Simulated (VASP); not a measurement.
Write the native input for VASP 6.6.1 that does the following.

| Quantity | Value |
| --- | --- |
| Task | single point |
| Functional | PBE |
| Potentials or basis | VASP PAW PBE potentials, release 64 (Mn_pv, As) |
| Cutoff | 520 eV |
| k mesh | 12 × 12 × 8 |
| Occupations | gaussian, width 0.05 eV |
| Spin | collinear spin, ferromagnetic start |
| Starting moments | [3.5, 3.5, 0.0, 0.0] μB |
| Dipole correction | no |
| Further INCAR settings | ALGO = Normal; EDIFF = 1e-06; NBANDS = 30 |

The structure of MnAs lies in POSCAR:

```
MnAs
1.0
    3.6552634980      0.0000000000      0.0000000000
   -1.8276317490      3.1655510468      0.0000000000
    0.0000000000      0.0000000000      5.5036086073
Mn As
2 2
Direct
    0.0000000000      0.0000000000      0.0000000000
    0.0000000000      0.0000000000      0.5000000000
    0.3333333333      0.6666666667      0.2500000000
    0.6666666667      0.3333333333      0.7500000000
```

One way to write it, as run:

INCAR

```
ALGO = Normal
EDIFF = 1E-6
ENCUT = 520
GGA = PE
ISIF = 2
ISMEAR = 0
ISPIN = 2
LASPH = T
LCHARG = T
LELF = T
LMAXMIX = 4
LORBIT = 11
LREAL = F
LVHAR = T
LWAVE = F
MAGMOM = 3.5 3.5 0 0
NBANDS = 30
NELM = 150
PREC = Accurate
SIGMA = 0.05
```

KPOINTS

```
k-points
0
Gamma
  12 12 8
```

Potentials or basis: VASP PAW PBE potentials, release 64 (Mn_pv, As).

Run with:

```console
$ cat potpaw_PBE.64/Mn_pv/POTCAR potpaw_PBE.64/As/POTCAR > POTCAR
$ mpirun -np 1 vasp_std > vasp.out
```

Results of the run:

```yaml
Pressure: 0.1 GPa
Net_moment: 5.68 μB per cell
Site_moments: Mn +2.91; As -0.12 μB
Valence_electrons_inside_the_program's_atomic_spheres: Mn 11.68; As 2.81
```

Caveat: the run started ferromagnetic, and an antiferromagnetic order may lie lower in energy.

It took 2.6 min on 1 thread of Intel(R) Xeon(R) 6975P-C (Granite Rapids), on a shared host, peak memory 0.39 GiB.
